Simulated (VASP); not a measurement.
A run of VASP 6.6.1 is set up as follows.

INCAR

```
ALGO = Normal
EDIFF = 1E-6
EDIFFG = -0.01
ENCUT = 600
GGA = PE
IBRION = 2
ISIF = 3
ISMEAR = 0
LASPH = T
LCHARG = F
LREAL = F
LWAVE = F
NELM = 60
NSW = 100
PREC = Accurate
SIGMA = 0.02
```

The input KPOINTS:

```
k-points
0
Gamma
  8 8 6
```

The input POSCAR:

```
KF
1.0
    1.7729448228     -5.4738789574      0.0000000000
    1.7729448228      5.4738789574      0.0000000000
    0.0000000000      0.0000000000      3.9925047139
K F
2 2
Direct
    0.6271107761      0.3728892239      0.2500000000
    0.3728892239      0.6271107761      0.7500000000
    0.8709249434      0.1290750566      0.2500000000
    0.1290750566      0.8709249434      0.7500000000
```

Potentials or basis: VASP PAW PBE potentials, release 64 (K_sv, F).

The run is started by

```console
$ cat potpaw_PBE.64/K_sv/POTCAR potpaw_PBE.64/F/POTCAR > POTCAR
$ mpirun -np 1 vasp_std > vasp.out
```

Question: What does it give for the relaxed cell?

Answer: a = 5.762 Å, b = 5.762 Å, c = 4.003 Å, α = 90.00°, β = 90.00°, γ = 144.13°.

Question: Estimate the space group after relaxing (to 0.1 Å).

Answer: Cmcm (No. 63).

Question: Estimate the band gap on the k mesh.

Answer: 5.80 eV (least direct gap 5.83 eV).

Question: Predict the relaxed volume.

Answer: 19.47 Å³/atom.

Stress tensor (GPa, compression positive):
```
-0.06  0.00  0.00
 0.00  0.02  0.00
 0.00  0.00  0.03
```

A k mesh can miss the band edges.
